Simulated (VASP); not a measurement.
# Se (I4_1/amd) in VASP: relaxation of cell and atoms with PBE

Aim: the relaxation of cell and atoms of Se with PBE.

All numbers are computed with VASP 6.6.1; they aren't measurements. Logs are shortened: lines on timing, memory, paths and dates and some standing lists are left out, and cuts for length are marked.

### Step 1. The cell of the first run

Symmetry: I4_1/amd, No. 141, tetragonal system. The conventional cell has a = 5.411 Å, b = 5.411 Å, c = 3.115 Å, α = 90.00°, β = 90.00°, γ = 90.00°. Within 3.7 Å of Se (site symmetry -4m2) lie 10 Se at 2.82 to 3.57 Å.

### Step 2. Relaxation of cell and atoms, PBE

INCAR

```
SYSTEM = Se
PREC = Accurate
ENCUT = 600
EDIFF = 1E-6
ISMEAR = 0
SIGMA = 0.1
LREAL = .False.
LASPH = .True.
NELM = 60
ALGO = Normal
ISIF = 3
LWAVE = .False.
LCHARG = .False.
GGA = PE
IBRION = 2
NSW = 100
EDIFFG = -0.01
```

KPOINTS

```
regular mesh
0
Gamma
  20 20 20
  0 0 0
```

POSCAR

```
Se
1.0
   -2.7052846150      2.7052846150      1.5575513084
    2.7052846150     -2.7052846150      1.5575513084
    2.7052846150      2.7052846150     -1.5575513084
Se
2
Direct
    0.0000000000      0.0000000000      0.0000000000
    0.7500000000      0.2500000000      0.5000000000
```

Potentials or basis: VASP PAW PBE potentials, release 64 (Se).

Started as:

```bash
> cat potpaw_PBE.64/Se/POTCAR > POTCAR
> mpirun -np 1 vasp_std > vasp.out
```

OUTCAR:

```text
SYSTEM = Se
   PREC = Accurate
   ENCUT = 600
   EDIFF = 1E-6
   ISMEAR = 0
   LREAL = .False.
   LASPH = .True.
   NELM = 60
   ISIF = 3
   GGA = PE
   IBRION = 2
   NSW = 100
   EDIFFG = -0.01

 ion  position               nearest neighbor table
   1  0.000  0.000  0.000-
   2  0.750  0.250  0.500-

  LATTYP: Found a body centered tetragonal cell.
 ALAT       =     5.4105692300
 C/A-ratio  =     0.5757439715

  Lattice vectors:

 A1 = (  -2.7052846150,   2.7052846150,   1.5575513084)
 A2 = (   2.7052846150,  -2.7052846150,   1.5575513084)
 A3 = (   2.7052846150,   2.7052846150,  -1.5575513084)

Analysis of symmetry for initial positions (statically):
=====================================================================
 Subroutine PRICEL returns:
 Original cell was already a primitive cell.

 Routine SETGRP: Setting up the symmetry group for a
 body centered tetragonal supercell.

 Subroutine GETGRP returns: Found 16 space group operations
 (whereof  8 operations were pure point group operations)
 out of a pool of 16 trial point group operations.

The static configuration has the point symmetry D_2d.
 The point group associated with its full space group is D_4h.

Analysis of symmetry for dynamics (positions and initial velocities):
=====================================================================
 Subroutine PRICEL returns:
 Original cell was already a primitive cell.

 Routine SETGRP: Setting up the symmetry group for a
 body centered tetragonal supercell.

 Subroutine GETGRP returns: Found 16 space group operations
 (whereof  8 operations were pure point group operations)
 out of a pool of 16 trial point group operations.

The dynamic configuration has the point symmetry D_2d.
 The point group associated with its full space group is D_4h.

 Subroutine INISYM returns: Found 16 space group operations
 (whereof  8 operations are pure point group operations),
 and found     1 'primitive' translations

----------------------------------------------------------------------------------------

                                     Primitive cell

  volume of cell :      45.5962

  direct lattice vectors                    reciprocal lattice vectors
    -2.705284615  2.705284615  1.557551308     0.000000000  0.184823437  0.321016712
     2.705284615 -2.705284615  1.557551308     0.184823437  0.000000000  0.321016712
     2.705284615  2.705284615 -1.557551308     0.184823437  0.184823437  0.000000000

  length of vectors
     4.130750026  4.130750026  4.130750026     0.370420615  0.370420615  0.261379811

  position of ions in fractional coordinates (direct lattice)
     0.000000000  0.000000000  0.000000000
     0.750000000  0.250000000  0.500000000

[... 107 lines left out ...]
 conjugate gradient relaxation of ions
 non-spin polarized calculation
 Gauss-broadening in eV      SIGMA  =   0.10
  energy-cutoff  :      600.00
  volume of cell :       45.60
 maximum number of plane-waves:      1559
 NGX is ok and might be reduce to    36
   NGX = 17   NGY = 17   NGZ = 17

--------------------------------------- Ionic step        1  -------------------------------------------

 number of electron      12.0000000 magnetization

 Free energy of the ion-electron system (eV)
  ---------------------------------------------------
  ext. energy  EPLUGINS =         0.00000000
  ---------------------------------------------------
  free energy    TOTEN  =        -6.15932878 eV

  energy without entropy =       -6.15272577  energy(sigma->0) =       -6.15602727

------------------------ aborting loop because EDIFF is reached ----------------------------------------

  FORCE on cell =-STRESS in cart. coord.  units (eV):
  Direction    XX          YY          ZZ          XY          YZ          ZX
  --------------------------------------------------------------------------------------
  -------------------------------------------------------------------------------------
  Total       -0.0944930     -0.0944930      0.0102133      0.0000000     -0.0000000      0.0000000
  in kB       -3.3203363     -3.3203363      0.3588807      0.0000000     -0.0000000      0.0000000
  external PRESSURE =      -2.0939306 kB  Pullay stress =       0.0000000 kB
[... 89 lines left out ...]
  FREE ENERGIE OF THE ION-ELECTRON SYSTEM (eV)
  ---------------------------------------------------
  free  energy   TOTEN  =        -6.1595854642 eV

  energy  without entropy=       -6.1530832092  energy(sigma->0) =       -6.15633434

 E-fermi :   5.0096     XC(G=0): -10.0166

 val. band max:        5.0069875085   @ k =   0.3500   0.2500   0.1500
 cond. band min:       5.0275323016   @ k =   0.4000   0.3000   0.1000
 fundamental gap:      0.0205447931
 Fermi energy:         5.0095843205

 k-point     1 :       0.0000    0.0000    0.0000
  band No.  band energies     occupation
      1     -11.4559      2.00000
      2      -4.8767      2.00000
      3       0.3718      2.00000
      4       0.3718      2.00000
      5       4.2742      2.00000
      6       4.5449      2.00000
      7       6.9144      0.00000
      8       6.9144      0.00000
      9       8.8119      0.00000
     10      11.6581      0.00000
[... 287 lines left out ...]
 k-point    24 :      -0.3500    0.0500    0.0000
  band No.  band energies     occupation
      1     -10.3017      2.00000
      2      -6.4606      2.00000
      3      -0.2976      2.00000
      4       0.7546      2.00000
      5       1.6989      2.00000
      6       4.0726      2.00000
      7       5.8794      0.00000
      8       6.2126      0.00000
      9      11.6446      0.00000
     10      12.2371      0.00000

 [... further k-points ...]

[... ionic steps 4 to 21 ...]

--------------------------------------- Ionic step       22  -------------------------------------------

 number of electron      12.0000000 magnetization

------------------------ aborting loop because EDIFF is reached ----------------------------------------
[... 67 lines left out ...]
--------------------------------------- Ionic step       24  -------------------------------------------

 number of electron      12.0000000 magnetization

 Free energy of the ion-electron system (eV)
  ---------------------------------------------------
  ext. energy  EPLUGINS =         0.00000000
  ---------------------------------------------------
  free energy    TOTEN  =        -6.46884538 eV

  energy without entropy =       -6.46678928  energy(sigma->0) =       -6.46781733

 E-fermi :   3.7394     XC(G=0):  -9.4397

 val. band max:        3.7275653272   @ k =  -0.2000   0.2500   0.2000
 cond. band min:       3.7413204057   @ k =  -0.3500   0.3000   0.0000
 fundamental gap:      0.0137550785
 Fermi energy:         3.7394140409

 k-point     1 :       0.0000    0.0000    0.0000
  band No.  band energies     occupation
      1     -11.9378      2.00000
      2      -6.3291      2.00000
      3      -0.4060      2.00000
      4      -0.4060      2.00000
      5       2.6569      2.00000
      6       2.9716      2.00000
      7       5.1794      0.00000
      8       5.1794      0.00000
      9       8.2296      0.00000
     10       9.7253      0.00000
[... 328 lines left out ...]
  FREE ENERGIE OF THE ION-ELECTRON SYSTEM (eV)
  ---------------------------------------------------
  free  energy   TOTEN  =        -6.4688453778 eV

  energy  without entropy=       -6.4667892817  energy(sigma->0) =       -6.46781733

 reached required accuracy - stopping structural energy minimisation
```

CONTCAR:

```text
Se
   1.00000000000000
    -2.5336663622366240    2.5336663622366240    1.9390873720049309
     2.5336663622366240   -2.5336663622366240    1.9390873720049315
     2.5336663622366240    2.5336663622366240   -1.9390873720049315
  Se
     2
Direct
     0.0000000000000000    0.0000000000000000    0.0000000000000000
     0.7500000000000000    0.2500000000000000    0.5000000000000000

  0.00000000E+00  0.00000000E+00  0.00000000E+00
  0.00000000E+00  0.00000000E+00  0.00000000E+00
```

Wall time 82 min (1 thread of Intel Xeon 8259CL, shared host); peak memory 0.51 GiB.

Results:

```yaml
Free_energy: -6.4688 eV
Relaxed_volume: 24.90 Å³/atom
Relaxed_cell: a = 4.074 Å, b = 4.074 Å, c = 4.074 Å, α = 103.09°, β = 103.09°, γ = 123.16°
Space_group_after_relaxing_to_0.1_Å: I4_1/amd (No. 141)
Energy_gained_by_relaxing: 154.8 meV/atom
Ionic_steps: 24
Pressure_after_relaxing: 0.0 GPa
Band_gap_on_the_k_mesh: zero (bands 6 and 7 overlap by 0.21 eV)
```

Step by step:
```
step  energy change (eV)  largest force (eV/Å)  pressure (GPa)  volume (Å³)
   1              0.0000                0.0000           -0.21        45.60
   2             -0.0003                0.0000            0.11        45.40
   3             -0.0003                0.0000            0.16        45.37
   4             -0.0005                0.0000            0.21        45.36
   5             -0.0019                0.0000            0.41        45.33
   6             -0.0076                0.0000            0.83        45.26
   7             -0.0404                0.0000            1.67        45.08
   8             -0.1482                0.0000            3.88        44.58
   9             -0.0636                0.0000           12.54        43.10
  10             -0.1958                0.0000            6.40        44.08
  11             -0.1936                0.0000            7.18        43.95
  12             -0.1949                0.0000            6.93        43.99
  13             -0.2012                0.0000            6.65        44.14
  14             -0.2185                0.0000            5.77        44.58
  15             -0.2465                0.0000            4.16        45.48
  16             -0.2783                0.0000            1.33        47.31
  17             -0.2589                0.0000           -2.96        51.11
  18             -0.2833                0.0000           -0.24        48.52
  19             -0.2882                0.0000           -0.22        48.63
  20             -0.2997                0.0000           -0.13        48.95
  21             -0.3094                0.0000            0.15        49.56
  22             -0.3094                0.0000            0.17        49.62
  23             -0.3095                0.0000            0.07        49.72
  24             -0.3095                0.0000           -0.01        49.79
```

Final structure:
```
CELL_PARAMETERS angstrom
-2.53367 2.53367 1.93909
2.53367 -2.53367 1.93909
2.53367 2.53367 -1.93909
ATOMIC_POSITIONS crystal
Se 0.00000 0.00000 0.00000
Se 0.75000 0.25000 0.50000
```
